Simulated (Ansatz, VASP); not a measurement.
# Two plane-wave programs on Ga

Contents of INCAR:

```
SYSTEM = Ga
PREC = Accurate
ENCUT = 520
EDIFF = 1E-7
ISMEAR = 0
SIGMA = 0.15
LREAL = .FALSE.
LASPH = .TRUE.
NELM = 60
ALGO = Fast
ISIF = 2
LWAVE = .FALSE.
LCHARG = .TRUE.
GGA = PS
LELF = .TRUE.
LVHAR = .TRUE.
NBANDS = 12
```

Contents of KPOINTS:

```
regular mesh
0
G
  24 24 24
  0 0 0
```

The input POSCAR:

```
Ga
1.0
   -1.3618800000      1.3618800000      2.1621300000
    1.3618800000     -1.3618800000      2.1621300000
    1.3618800000      1.3618800000     -2.1621300000
Ga
1
Direct
    0.0000000000      0.0000000000      0.0000000000
```

Input for Ansatz:

```yaml
crystal:
  lattice:
    - [-1.36188, 1.36188, 2.16213]
    - [1.36188, -1.36188, 2.16213]
    - [1.36188, 1.36188, -2.16213]
  atoms:
    - { symbol: Ga, position: [0.0, 0.0, 0.0] }
basis:
  ecutwfc: 420
kpoints:
  mp_grid: { grid: [24, 24, 24] }
hamiltonian:
  xc: pbesol
scf:
  occupations: { method: gaussian, width: 0.15 }
output:
  forces: true
  stress: true
  eigenvalues: true
```

Change from the starting cell: strain -0.030 along x and y, -0.030 along z, atoms carried along.

Alike in both runs: task single point; functional PBEsol; k mesh 24 × 24 × 24; occupations gaussian, width 0.15 eV; no spin polarisation.

|  | VASP | Ansatz |
| --- | --- | --- |
| version | VASP 6.6.1 | Ansatz 0.2.0 |
| potentials or method | VASP PAW PBE potentials, release 64 (Ga_d), cutoff 520 eV | scalar-relativistic, plane waves, PAW |
| valence electrons in the cell | 13 | 13 |

|  | VASP | Ansatz | Ansatz less VASP |
| --- | --- | --- | --- |
| gap on the k mesh at the Fermi level (eV) | none | none | - |
| pressure (GPa) | 7.5 | 7.4 | -0.07 |

VASP's potentials were made for PBE, not for PBEsol. A gap of «none» marks a metal or a gap that the smearing closes.
